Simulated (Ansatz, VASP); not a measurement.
# One calculation of SiSn2Se4, two programs

The input INCAR:

```
SYSTEM = SiSn2Se4
PREC = Accurate ; ENCUT = 520
EDIFF = 1E-7 ; ISMEAR = 0
SIGMA = 0.1 ; LREAL = .FALSE.
LASPH = .TRUE. ; NELM = 60
ALGO = Normal ; ISIF = 2
LWAVE = .FALSE. ; LCHARG = .TRUE.
GGA = PE ; LELF = .TRUE.
LVHAR = .TRUE. ; NBANDS = 37
```

The input KPOINTS:

```
Automatic mesh
0
G
  6 6 6
  0 0 0
```

The input POSCAR:

```
SiSn2Se4
1.0
   -2.3048383800      2.3048383800      7.1063319600
    2.3048383800     -2.3048383800      7.1063319600
    2.3048383800      2.3048383800     -7.1063319600
Si Sn Se
1 2 4
Direct
    0.0000000000      0.0000000000      0.0000000000
    0.3468770000      0.3468770000      0.0000000000
    0.6531230000      0.6531230000      0.0000000000
    0.8361940000      0.8361940000      0.0000000000
    0.0000000000      0.5000000000      0.5000000000
    0.5000000000      0.0000000000      0.5000000000
    0.1638060000      0.1638060000      0.0000000000
```

Input for Ansatz:

```yaml
crystal:
  lattice:
    - [-2.30483838, 2.30483838, 7.10633196]
    - [2.30483838, -2.30483838, 7.10633196]
    - [2.30483838, 2.30483838, -7.10633196]
  atoms:
    - { symbol: Si, position: [0.0, 0.0, 0.0] }
    - { symbol: Sn, position: [0.346877, 0.346877, 0.0] }
    - { symbol: Sn, position: [0.653123, 0.653123, 0.0] }
    - { symbol: Se, position: [0.836194, 0.836194, 0.0] }
    - { symbol: Se, position: [0.0, 0.5, 0.5] }
    - { symbol: Se, position: [0.5, 0.0, 0.5] }
    - { symbol: Se, position: [0.163806, 0.163806, 0.0] }
basis:
  ecutwfc: 420
kpoints:
  mp_grid: { grid: [6, 6, 6] }
hamiltonian:
  xc: pbe
scf:
  occupations: { method: gaussian, width: 0.1 }
  lower_state_search: "off"
output:
  forces: true
  stress: true
  eigenvalues: true
```

Alike in both runs: task single point; functional PBE; k mesh 6 × 6 × 6; occupations gaussian, width 0.1 eV; no spin polarisation.

```csv
,VASP,Ansatz
version,VASP 6.6.1,Ansatz 0.2.0
potentials or method,"VASP PAW PBE potentials, release 64 (Si, Sn_d, Se), cutoff 520 eV","scalar-relativistic, plane waves, PAW"
valence electrons in the cell,56,96
```

|  | VASP | Ansatz | Ansatz less VASP |
| --- | --- | --- | --- |
| gap on the k mesh at the Fermi level (eV) | none | none | - |
| pressure (GPa) | 12.7 | 12.6 | -0.10 |
| traceless stress, the component that is largest in VASP (GPa) | 5.73 | 5.71 | -0.023 |
| rms of the force components (eV/Å) | 0.501 | 0.499 | -0.0024 |

Atom by atom the forces differ by 0.003 eV/Å (rms over components). A gap of «none» marks a metal or a gap that the smearing closes. VASP's potentials hold 56 valence electrons a cell and Ansatz's 96, so a difference there can come from the potentials and not from the codes.
